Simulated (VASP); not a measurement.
# Te in VASP: notebook

The runs below take Te through single point, with PBEsol.

Everything below comes from runs of VASP 6.6.1. Logs are shortened: lines on timing, memory, paths and dates and some standing lists are left out, and cuts for length are marked.

## Step 1: The cell of the first run

The structure is trigonal, space group R-3m (No. 166). Conventional cell: a = 3.665 Å, b = 3.665 Å, c = 6.551 Å, α = 90.00°, β = 90.00°, γ = 120.00°. Te (site symmetry -3m) has 12 Te at 3.04 to 3.67 Å within 4.0 Å.

## Step 2: Single point, PBEsol

The input, INCAR:

```
PREC = Accurate
ENCUT = 520
EDIFF = 1E-6
ISMEAR = -1
SIGMA = 0.05
LREAL = False
LASPH = True
NELM = 100
ALGO = Normal
ISIF = 2
LWAVE = False
LCHARG = False
GGA = PS
NBANDS = 16
```

The input, KPOINTS:

```
Automatic mesh
0
Gamma
  7 7 5
```

The input, POSCAR:

```
Te
1.0
    3.6651386273      0.0000000000      0.0000000000
   -1.8325693136      3.1741031596      0.0000000000
    0.0000000000      0.0000000000      6.5506072453
Te
3
Direct
    0.6666656931      0.6666656931      0.0000000000
    0.0000000000      0.3333343069      0.6666666667
    0.3333343069      0.0000000000      0.3333333333
```

Potentials or basis: VASP PAW PBE potentials, release 64 (Te).

Launch:

```console
$ cat potpaw_PBE.64/Te/POTCAR > POTCAR
$ mpirun -np 1 vasp_std > vasp.out
```

OUTCAR:

```text
PREC = Accurate
   ENCUT = 520
   EDIFF = 1E-6
   ISMEAR = -1
   LREAL = False
   LASPH = True
   NELM = 100
   ISIF = 2
   GGA = PS

 ion  position               nearest neighbor table
   1  0.667  0.667  0.000-   3 3.04   3 3.04   2 3.04   2 3.04   2 3.04   3 3.04
   2  0.000  0.333  0.667-   1 3.04   1 3.04   3 3.04   3 3.04   1 3.04   3 3.04
   3  0.333  0.000  0.333-   1 3.04   1 3.04   2 3.04   2 3.04   1 3.04   2 3.04

  LATTYP: Found a hexagonal cell.
 ALAT       =     3.6651386273
 C/A-ratio  =     1.7872740738

  Lattice vectors:

 A1 = (   3.6651386273,   0.0000000000,   0.0000000000)
 A2 = (  -1.8325693136,   3.1741031596,   0.0000000000)
 A3 = (   0.0000000000,   0.0000000000,   6.5506072453)

Analysis of symmetry for initial positions (statically):
=====================================================================
 Subroutine PRICEL returns following result:

  LATTYP: Found a trigonal (rhomboedric) cell.
 ALAT       =     3.0406580826
 COS(alpha) =     0.2735270520

  Lattice vectors:

 A1 = (   1.8325746660,  -1.0580374767,  -2.1835357489)
 A2 = (  -1.8325800184,  -1.0580282061,  -2.1835357476)
 A3 = (   0.0000053524,   2.1160656829,  -2.1835357489)

   3 primitive cells build up your supercell.

 Routine SETGRP: Setting up the symmetry group for a
 hexagonal supercell.

 Subroutine GETGRP returns: Found 12 space group operations
 (whereof  2 operations were pure point group operations)
 out of a pool of 24 trial point group operations.

The static configuration has the point symmetry C_2 .
 The point group associated with its full space group is D_3d.

Analysis of symmetry for dynamics (positions and initial velocities):
=====================================================================
 Subroutine PRICEL returns following result:

  LATTYP: Found a trigonal (rhomboedric) cell.
 ALAT       =     3.0406580826
 COS(alpha) =     0.2735270520

  Lattice vectors:

 A1 = (   1.8325746660,  -1.0580374767,  -2.1835357489)
 A2 = (  -1.8325800184,  -1.0580282061,  -2.1835357476)
 A3 = (   0.0000053524,   2.1160656829,  -2.1835357489)

   3 primitive cells build up your supercell.

 Routine SETGRP: Setting up the symmetry group for a
 hexagonal supercell.

 Subroutine GETGRP returns: Found 12 space group operations
 (whereof  2 operations were pure point group operations)
[... 97 lines left out ...]
   LSORBIT =      F    spin-orbit coupling
   LASPH  =      T    aspherical Exc in radial PAW
   ENCUT  =  520.0 eV  38.22 Ry    6.18 a.u.   6.81  6.81 12.18*2*pi/ulx,y,z
   NELM   =    100;   NELMIN=  2; NELMDL= -5     # of ELM steps
   EDIFF  = 0.1E-05   stopping-criterion for ELM
   LREAL  =      F    real-space projection
   EDIFFG = 0.1E-04   stopping-criterion for IOM
   NSW    =      0    number of steps for IOM
   IBRION =     -1    ionic relax: 0-MD 1-quasi-New 2-CG
   NFREE  =      0    steps in history (QN), initial steepest desc. (CG)
   ISIF   =      2    stress and relaxation
   ISYM   =      2    0-nonsym 1-usesym 2-fastsym
   POTIM  = 0.5000    time-step for ionic-motion
   TEBEG  =    0.0;   TEEND  =   0.0 temperature during run
   PSTRESS=    0.0 pullay stress
   NELECT =      18.0000    total number of electrons
   NUPDOWN=      -1.0000    fix difference up-down
   EMIN   =  10.00;   EMAX   =-10.00  energy-range for DOS
   EFERMI =   0.00;   METHOD = LEGACY
   ISMEAR =    -1;   SIGMA  =   0.05  broadening in eV -4-tet -1-fermi 0-gaus
   EFERMI_NEDOS =   21; number of points for ismear=-14 and -15
   IALGO  =     38    algorithm
   IMIX   =      4    mixing-type and parameters
     AMIX     =   0.40;   BMIX     =  1.00
     AMIX_MAG =   1.60;   BMIX_MAG =  1.00
  volume/ion in A,a.u.               =      25.40       171.42
  Fermi-wavevector in a.u.,A,eV,Ry     =   1.011971  1.912348 13.933522  1.024085
  Thomas-Fermi vector in A             =   2.145052
   LORBIT       =      0    0 simple, 1 ext, 2 COOP (PROOUT), +10 PAW based schemes
   GGA     = PS    functional components
   LHFCALC =     F    Hartree Fock is set to
   AEXX    =    0.0000 exact exchange contribution
   IVDW    =     0    specifies the selected vdW correction
   LEPSILON=     F    determine dielectric tensor
   LRPA    =     F    only Hartree local field effects (RPA)
 non-spin polarized calculation
  energy-cutoff  :      520.00
  volume of cell :       76.21
 maximum number of plane-waves:      2067
 NGX is ok and might be reduce to    28
   NGX = 13   NGY = 13   NGZ = 25

 number of electron      18.0000000 magnetization

 Free energy of the ion-electron system (eV)
  ---------------------------------------------------
  ext. energy  EPLUGINS =         0.00000000
  ---------------------------------------------------
  free energy    TOTEN  =        -9.99561921 eV

  energy without entropy =       -9.98823230  energy(sigma->0) =       -9.99192576

 E-fermi :   9.6176     XC(G=0): -10.6284

 val. band max:        9.6031929297   @ k =   0.4286   0.0000   0.0000
 cond. band min:       9.6683857780   @ k =   0.1429  -0.0000   0.0000
 fundamental gap:      0.0651928483
 Fermi energy:         9.6175752964

 k-point     1 :       0.0000    0.0000    0.0000
  band No.  band energies     occupation
      1      -5.7035      2.00000
      2      -2.3140      2.00000
      3      -2.3140      2.00000
      4       7.5057      2.00000
      5       7.5057      2.00000
      6       8.8877      2.00000
[... 433 lines left out ...]
      3       0.0182      2.00000
      4       4.6186      2.00000
      5       4.7807      2.00000
      6       5.8258      2.00000
[... 8 lines left out ...]
     15      17.4913      0.00000
     16      18.0464      0.00000

 [... further k-points ...]

------------------------ aborting loop because EDIFF is reached ----------------------------------------

  FORCE on cell =-STRESS in cart. coord.  units (eV):
  Direction    XX          YY          ZZ          XY          YZ          ZX
  --------------------------------------------------------------------------------------
  -------------------------------------------------------------------------------------
  Total        4.7657021      4.7657021      4.8399468      0.0000000     -0.0000000      0.0000000
  in kB      100.1946353    100.1946353    101.7555645      0.0000000     -0.0000000      0.0000000
  external PRESSURE =     100.7149451 kB  Pullay stress =       0.0000000 kB

 VOLUME and BASIS-vectors are now :
 -----------------------------------------------------------------------------
  energy-cutoff  :      520.00
  volume of cell :       76.21
      direct lattice vectors                 reciprocal lattice vectors
     3.665138627  0.000000000  0.000000000     0.272840976  0.157524811  0.000000000
    -1.832569314  3.174103160  0.000000000     0.000000000  0.315049622  0.000000000
     0.000000000  0.000000000  6.550607245     0.000000000  0.000000000  0.152657603

 POSITION                                       TOTAL-FORCE (eV/Angst)
 -----------------------------------------------------------------------------------
      1.22171      2.11607      0.00000         0.000000      0.000000     -0.000000
     -0.61086      1.05804      4.36707        -0.000000      0.000000     -0.000000
      1.22172      0.00000      2.18354        -0.000000     -0.000000      0.000000
 -----------------------------------------------------------------------------------
    total drift:                               -0.000722      0.001247     -0.000006

  FREE ENERGIE OF THE ION-ELECTRON SYSTEM (eV)
  ---------------------------------------------------
  free  energy   TOTEN  =        -9.9956192144 eV

  energy  without entropy=       -9.9882323019  energy(sigma->0) =       -9.99192576
```

It took 24 s on 1 thread of Intel Xeon Platinum 8375C at 2.90GHz (Ice Lake), shared host; peak memory 0.19 GiB.

Results:

```yaml
Free_energy: -9.9956 eV
Pressure: 10.1 GPa
Band_gap_on_the_k_mesh: zero (band 9 reaches 10.66 eV, above the bottom of band 10 at 7.89 eV)
```

Levels at points of the mesh, in eV from the Fermi level:
```tsv
k point	band 5	band 6	band 7	band 8	band 9	band 10	band 11	band 12	band 13	band 14
(0.00, 0.00, 0.00)	-2.11	-0.73	-0.73	-0.73	-0.73	2.00	2.00	3.65	4.36	4.36
```

Caveat: the PAW data sets were made with another functional, which shifts forces and pressure a little; spin-orbit coupling is left out, which moves the levels of the heavy elements.

## Step 3: Single point, PBEsol

This run uses another cell than the first one, of 21.68 Å³/atom, 0.853 times its volume.

The input, INCAR:

```
PREC = Accurate ; ENCUT = 520
EDIFF = 1E-7 ; ISMEAR = -1
SIGMA = 0.05 ; LREAL = F
LASPH = T ; NELM = 100
ALGO = Normal ; ISIF = 2
LWAVE = F ; LCHARG = F
GGA = PS ; NBANDS = 16
```

The input, KPOINTS:

```
regular mesh
0
Gamma
  7 7 5
```

The input, POSCAR:

```
Te
1.0
    3.4038442735      0.0000000000      0.0000000000
   -1.7019221367      2.9478156114      0.0000000000
    0.0000000000      0.0000000000      6.4814230416
Te
3
Direct
    0.6666777435      0.6666777435      0.0000000000
    0.0000000000      0.3333222565      0.6666666667
    0.3333222565      0.0000000000      0.3333333333
```

Potentials or basis: VASP PAW PBE potentials, release 64 (Te).

Launch:

```console
$ cat potpaw_PBE.64/Te/POTCAR > POTCAR
$ mpirun -np 1 vasp_std > vasp.out
```

Wall time 19 s (1 thread of Intel Xeon Platinum 8488C (Sapphire Rapids), shared host); peak memory 0.19 GiB.

It converged, with:

```yaml
Free_energy: -8.6965 eV
Pressure: 30.3 GPa
Band_gap_on_the_k_mesh: zero (band 9 reaches 14.00 eV, above the bottom of band 10 at 10.14 eV)
```

Stress tensor (GPa, compression positive):
```
30.22  0.00  0.00
 0.00 30.22  0.00
 0.00  0.00 30.50
```

Levels at points of the mesh, in eV from the Fermi level:
| k point | band 5 | band 6 | band 7 | band 8 | band 9 | band 10 | band 11 | band 12 | band 13 | band 14 |
| --- | --- | --- | --- | --- | --- | --- | --- | --- | --- | --- |
| (0.00, 0.00, 0.00) | -2.42 | -0.13 | -0.13 | -0.13 | -0.13 | 2.79 | 2.79 | 4.61 | 4.61 | 4.63 |

Caveat: the PAW data sets were made with another functional, which shifts forces and pressure a little; spin-orbit coupling is left out, which moves the levels of the heavy elements.

[end of part 1 of 2]
